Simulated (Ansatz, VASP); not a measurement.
## ZnO: VASP beside Ansatz

Contents of INCAR:

```
SYSTEM = ZnO
ALGO = Normal
EDIFF = 1E-6
ENCUT = 520
GGA = PE
ISIF = 2
ISMEAR = 0
LASPH = .TRUE.
LCHARG = .TRUE.
LELF = .TRUE.
LREAL = .FALSE.
LVHAR = .TRUE.
LWAVE = .FALSE.
NBANDS = 26
NELM = 80
PREC = Accurate
SIGMA = 0.017
```

KPOINTS

```
k-points
0
G
  9 9 5
  0 0 0
```

The input POSCAR:

```
ZnO
1.0
    3.2493080000      0.0000000000      0.0000000000
   -1.6246540000      2.8139832727      0.0000000000
    0.0000000000      0.0000000000      5.2057090000
Zn O
2 2
Direct
    0.6666666667      0.3333333333      0.0000000000
    0.3333333333      0.6666666667      0.5000000000
    0.3333333333      0.6666666667      0.8790100000
    0.6666666667      0.3333333333      0.3790100000
```

File input.yaml:

```yaml
crystal:
  lattice:
    - [3.249308, 0.0, 0.0]
    - [-1.624654, 2.8139832727, 0.0]
    - [0.0, 0.0, 5.205709]
  atoms:
    - { symbol: Zn, position: [0.6666666667, 0.3333333333, 0.0] }
    - { symbol: Zn, position: [0.3333333333, 0.6666666667, 0.5] }
    - { symbol: O, position: [0.3333333333, 0.6666666667, 0.87901] }
    - { symbol: O, position: [0.6666666667, 0.3333333333, 0.37901] }
hamiltonian:
  xc: pbe
  pseudopotentials: { kind: paw }
kpoints:
  mp_grid: { grid: [9, 9, 5] }
scf:
  occupations: { method: gaussian, width: 0.017 }
output:
  forces: true
  stress: true
  eigenvalues: true
  write_density: true
  write_potential: true
  elf: true
  volumetric_format: npy
```

Alike in both runs: task single point; functional PBE; k mesh 9 × 9 × 5; occupations gaussian, width 0.017 eV; no spin polarisation.

|  | VASP | Ansatz |
| --- | --- | --- |
| version | VASP 6.6.1 | Ansatz 0.2.0 |
| potentials or method | VASP PAW PBE potentials, release 64 (Zn, O) | Ansatz PAW |
| plane-wave cutoff (eV) | 520 | 420 |
| valence electrons in the cell | 36 | 36 |

|  | VASP | Ansatz | Ansatz less VASP |
| --- | --- | --- | --- |
| gap on the k mesh at the Fermi level (eV) | 0.79 | 0.80 | +0.015 |
| least direct gap on the mesh (eV) | 0.79 | 0.80 | +0.015 |
| pressure (GPa) | 6.0 | 4.9 | -1.10 |
| traceless stress, the component that is largest in VASP (GPa) | 1.17 | 1.14 | -0.039 |
| rms of the force components (eV/Å) | 0.043 | 0.040 | -0.0024 |

Atom by atom the forces differ by 0.002 eV/Å (rms over components). The functional is the same, so the differences come from potentials, cutoffs and numerics.

Noted on Ansatz's run: odd divisions of the mesh miss points on the zone boundary, where band edges often lie, so the gap on the mesh can be too wide.
